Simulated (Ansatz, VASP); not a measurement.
## Two plane-wave programs on AlN

```
Al N
1.0
     4.37714    0.00000    0.00000
     0.00000   -4.37714    0.00000
     0.00000    0.00000   -4.37714
Al N
4 4
Cartesian
  -0.0891 -0.2520 0.0891
  2.1886 -2.1886 0.0000
  2.1886 0.0000 -2.1886
  0.0000 -2.1886 -2.1886
  3.2829 -3.2829 -3.2829
  1.0943 -1.0943 -3.2829
  1.0943 -3.2829 -1.0943
  3.2829 -1.0943 -1.0943
```

Alike in both runs: task single point; functional PBEsol; k mesh 6 × 6 × 6; occupations gaussian, width 0.05 eV; no spin polarisation.

|  | VASP | Ansatz |
| --- | --- | --- |
| version | VASP 6.6.1 | Ansatz 0.2.0 |
| potentials or method | VASP PAW PBE potentials, release 64 (Al, N), cutoff 520 eV | scalar-relativistic, plane waves, PAW |
| valence electrons in the cell | 32 | 32 |

|  | VASP | Ansatz | Ansatz less VASP |
| --- | --- | --- | --- |
| gap on the k mesh at the Fermi level (eV) | 1.89 | 1.89 | +0.006 |
| least direct gap on the mesh (eV) | 1.89 | 1.89 | +0.006 |
| pressure (GPa) | 2.4 | 2.3 | -0.05 |
| traceless stress, the component that is largest in VASP (GPa) | 4.31 | 4.23 | -0.077 |
| rms of the force components (eV/Å) | 1.212 | 1.206 | -0.0068 |

VASP's potentials were made for PBE, not for PBEsol, and Ansatz warns of the same on its side. Atom by atom the forces differ by 0.009 eV/Å (rms over components).
